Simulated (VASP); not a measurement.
# Be2SbCl (P6/mmm) in VASP: notebook, part 2 of 2

VASP 6.6.1.

**3. Single point, PBE**

This run uses another cell than the first one, of 23.06 Å³/atom, 1.159 times its volume.

INCAR

```
SYSTEM = Be2SbCl
ALGO = Normal
EDIFF = 1E-6
ENCUT = 520
GGA = PE
ISIF = 2
ISMEAR = 0
LASPH = .TRUE.
LCHARG = .FALSE.
LREAL = .FALSE.
LWAVE = .FALSE.
NBANDS = 16
NELM = 80
PREC = Accurate
SIGMA = 0.1
```

KPOINTS

```
k-points
0
G
  12 12 8
  0 0 0
```

POSCAR

```
Be2SbCl
1.0
    4.3373089952      0.0000000000      0.0000000000
   -2.1686544976      3.7562197739      0.0000000000
    0.0000000000      0.0000000000      5.6618753550
Be Sb Cl
2 1 1
Direct
    0.3333333333      0.6666666667      0.0000000000
    0.6666666667      0.3333333333      0.0000000000
    0.0000000000      0.0000000000      0.0000000000
    0.0000000000      0.0000000000      0.5000000000
```

Potentials or basis: VASP PAW PBE potentials, release 64 (Be, Sb, Cl).

Launch:

```console
> cat potpaw_PBE.64/Be/POTCAR potpaw_PBE.64/Sb/POTCAR potpaw_PBE.64/Cl/POTCAR > POTCAR
> mpirun -np 1 vasp_std > vasp.out
```

OUTCAR:

```text
SYSTEM = Be2SbCl
   EDIFF = 1E-6
   ENCUT = 520
   GGA = PE
   ISIF = 2
   ISMEAR = 0
   LASPH = .TRUE.
   LREAL = .FALSE.
   NELM = 80
   PREC = Accurate

 ion  position               nearest neighbor table
   1  0.333  0.667  0.000-   3 2.50   3 2.50   3 2.50
   2  0.667  0.333  0.000-   3 2.50   3 2.50   3 2.50
   3  0.000  0.000  0.000-   1 2.50   2 2.50   1 2.50   2 2.50   2 2.50   1 2.50   4 2.83   4 2.83

   4  0.000  0.000  0.500-   3 2.83   3 2.83

  LATTYP: Found a hexagonal cell.
 ALAT       =     4.3373089952
 C/A-ratio  =     1.3053889777

  Lattice vectors:

 A1 = (   4.3373089952,   0.0000000000,   0.0000000000)
 A2 = (  -2.1686544976,   3.7562197739,   0.0000000000)
 A3 = (   0.0000000000,   0.0000000000,   5.6618753550)

Analysis of symmetry for initial positions (statically):
=====================================================================
 Subroutine PRICEL returns:
 Original cell was already a primitive cell.

 Routine SETGRP: Setting up the symmetry group for a
 hexagonal supercell.

 Subroutine GETGRP returns: Found 24 space group operations
 (whereof 24 operations were pure point group operations)
 out of a pool of 24 trial point group operations.

The static configuration has the point symmetry D_6h.
[... 164 lines left out ...]

 E-fermi :   3.4116     XC(G=0):  -8.2219

 val. band max:        3.4053679270   @ k =   0.0833  -0.0000   0.0000
 cond. band min:       3.4288790642   @ k =   0.2500   0.0833   0.5000
 fundamental gap:      0.0235111372
 Fermi energy:         3.4115984052

 k-point     1 :       0.0000    0.0000    0.0000
  band No.  band energies     occupation
      1     -11.6858      2.00000
      2      -7.6472      2.00000
      3      -2.3239      2.00000
      4       0.3344      2.00000
      5       0.3344      2.00000
      6       1.8849      2.00000
[... 433 lines left out ...]
      3      -2.6308      2.00000
      4      -1.6994      2.00000
      5      -0.8132      2.00000
      6       0.5738      2.00000
[... 8 lines left out ...]
     15      10.0696      0.00000
     16      10.1096      0.00000

 [... further k-points ...]
[... 5 lines left out ...]
  --------------------------------------------------------------------------------------
  -------------------------------------------------------------------------------------
  Total        0.1211089      0.1211089     -0.0620877      0.0000000      0.0000000      0.0000000
  in kB        2.1035604      2.1035604     -1.0784113      0.0000000      0.0000000      0.0000000
  external PRESSURE =       1.0429032 kB  Pullay stress =       0.0000000 kB

 VOLUME and BASIS-vectors are now :
 -----------------------------------------------------------------------------
  energy-cutoff  :      520.00
  volume of cell :       92.24
      direct lattice vectors                 reciprocal lattice vectors
     4.337308995  0.000000000  0.000000000     0.230557703  0.133112552  0.000000000
    -2.168654498  3.756219774  0.000000000     0.000000000  0.266225104  0.000000000
     0.000000000  0.000000000  5.661875355     0.000000000  0.000000000  0.176619925

 POSITION                                       TOTAL-FORCE (eV/Angst)
 -----------------------------------------------------------------------------------
     -0.00000      2.50415      0.00000         0.000000     -0.000000      0.000000
      2.16865      1.25207      0.00000        -0.000000      0.000000      0.000000
      0.00000      0.00000      0.00000        -0.000000      0.000000      0.000000
      0.00000      0.00000      2.83094        -0.000000      0.000000      0.000000
 -----------------------------------------------------------------------------------
    total drift:                                0.000000     -0.000000     -0.000000

  FREE ENERGIE OF THE ION-ELECTRON SYSTEM (eV)
  ---------------------------------------------------
  free  energy   TOTEN  =       -11.4557552437 eV

  energy  without entropy=      -11.4406280024  energy(sigma->0) =      -11.44819162
```

Wall time 1.9 min (1 thread of Intel Xeon Platinum 8375C at 2.90GHz (Ice Lake), shared host); peak memory 0.29 GiB.

Results:

| Item | Value |
| --- | --- |
| Free energy | -11.4558 eV |
| Pressure | 0.1 GPa |
| Band gap on the k mesh | zero (band 8 reaches 4.80 eV, above the bottom of band 9 at 2.90 eV) |

Levels at points of the mesh, in eV from the Fermi level:
```csv
k point,band 5,band 6,band 7,band 8,band 9,band 10,band 11,band 12
"(0.00, 0.00, 0.00)",-3.08,-1.53,-1.53,-0.51,-0.51,0.04,0.28,3.62
"(0.50, 0.00, 0.00)",-4.53,-2.92,-2.33,-0.75,0.49,1.92,4.55,5.92
"(0.00, 0.00, 0.50)",-2.51,-2.51,-2.28,-2.28,-0.49,-0.49,0.83,3.64
"(0.50, 0.00, 0.50)",-3.52,-3.07,-2.69,-0.81,-0.46,1.42,3.29,6.29
```

Caveat: spin-orbit coupling is left out, which moves the levels of the heavy elements.

**4. Relaxation of cell and atoms, PBE**

This run uses another cell than the first one, of 22.85 Å³/atom, 1.149 times its volume.

INCAR

```
SYSTEM = Be2SbCl
PREC = Accurate ; ENCUT = 600
EDIFF = 1E-6 ; ISMEAR = 0
SIGMA = 0.1 ; LREAL = .False.
LASPH = .True. ; NELM = 100
ALGO = Normal ; ISIF = 3
LWAVE = .False. ; LCHARG = .False.
GGA = PE ; IBRION = 2
NSW = 100 ; EDIFFG = -0.01
```

KPOINTS

```
Automatic mesh
0
Gamma
  12 12 8
  0 0 0
```

POSCAR

```
Be2SbCl
1.0
    4.3109511704      0.0000000000      0.0000000000
   -2.1554755852      3.7333932280      0.0000000000
    0.0000000000      0.0000000000      5.6793273404
Be Sb Cl
2 1 1
Direct
    0.3333333333      0.6666666667      0.0000000000
    0.6666666667      0.3333333333      0.0000000000
    0.0000000000      0.0000000000      0.0000000000
    0.0000000000      0.0000000000      0.5000000000
```

Launch:

```console
> cat potpaw_PBE.64/Be/POTCAR potpaw_PBE.64/Sb/POTCAR potpaw_PBE.64/Cl/POTCAR > POTCAR
> mpirun -np 1 vasp_std > vasp.out
```

It took 5.3 min on 1 thread of Intel Xeon Platinum 8375C at 2.90GHz (Ice Lake), shared host; peak memory 0.37 GiB.

The run converged. Its results:

* Free energy: -11.4563 eV
* Relaxed volume: 23.15 Å³/atom
* Relaxed cell: a = 4.348 Å, b = 4.348 Å, c = 5.656 Å, α = 90.00°, β = 90.00°, γ = 120.00°
* Space group after relaxing (to 0.05 Å): P6/mmm (No. 191)
* Energy gained by relaxing: 1.0 meV/atom
* Ionic steps: 6
* Pressure after relaxing: 0.0 GPa
* Band gap on the k mesh: zero (band 8 reaches 4.79 eV, above the bottom of band 9 at 2.89 eV)

Step by step:
| step | energy change (eV) | largest force (eV/Å) | pressure (GPa) | volume (Å³) |
| --- | --- | --- | --- | --- |
| 1 | 0.0000 | 0.0000 | 0.44 | 91.41 |
| 2 | -0.0034 | 0.0000 | 0.12 | 92.24 |
| 3 | -0.0040 | 0.0000 | -0.11 | 92.84 |
| 4 | -0.0040 | 0.0000 | -0.09 | 92.77 |
| 5 | -0.0040 | 0.0000 | -0.08 | 92.74 |
| 6 | -0.0041 | 0.0000 | -0.01 | 92.59 |

Final structure:
```
Be Sb Cl
1.0
     4.34795    0.00000    0.00000
    -2.17397    3.76543    0.00000
     0.00000    0.00000    5.65551
Be Sb Cl
2 1 1
Direct
  0.33333 0.66667 0.00000
  0.66667 0.33333 0.00000
  0.00000 0.00000 0.00000
  0.00000 0.00000 0.50000
```

Levels at points of the mesh, in eV from the Fermi level:
```csv
k point,band 4,band 5,band 6,band 7,band 8,band 9,band 10,band 11,band 12
"(0.00, 0.00, 0.00)",-3.10,-3.10,-1.53,-1.53,-0.50,-0.50,0.05,0.23,3.59
"(0.50, 0.00, 0.00)",-5.25,-4.51,-2.93,-2.34,-0.77,0.50,1.93,4.54,5.89
"(0.00, 0.00, 0.50)",-2.62,-2.54,-2.54,-2.27,-2.27,-0.48,-0.48,0.79,3.60
"(0.50, 0.00, 0.50)",-4.31,-3.53,-3.08,-2.72,-0.80,-0.47,1.42,3.27,6.26
```

Caveat: spin-orbit coupling is left out, which moves the levels of the heavy elements.

**5. Summary**

| task | cell | k mesh | cutoff (eV) | gap on the mesh (eV) | pressure (GPa) | relaxed volume (Å³/atom) |
| --- | --- | --- | --- | --- | --- | --- |
| relaxation of cell and atoms | relaxed from a = 4.010, b = 4.010, c = 5.715 Å, angles 90.0, 90.0, 120.0°, 4 atoms | 6 × 6 × 4 | 600 | none | -0.1 | 22.97 |
| single point | a = 4.337, b = 4.337, c = 5.662 Å, angles 90.0, 90.0, 120.0°, 4 atoms | 12 × 12 × 8 | 520 | none | 0.1 | - |
| relaxation of cell and atoms | relaxed from a = 4.311, b = 4.311, c = 5.679 Å, angles 90.0, 90.0, 120.0°, 4 atoms | 12 × 12 × 8 | 600 | none | 0.0 | 23.15 |

Alike in all rows: level PBE; potentials or basis VASP PAW PBE potentials, release 64 (Be, Sb, Cl); no spin polarisation; smearing gaussian 0.1 eV.

Caveats: spin-orbit coupling is left out, which moves the levels of the heavy elements; the volume moved by over 15 % at a fixed basis, so the end points are rough (some runs).

Total energies depend on the potentials used, so only differences within one code and one set of settings carry meaning.
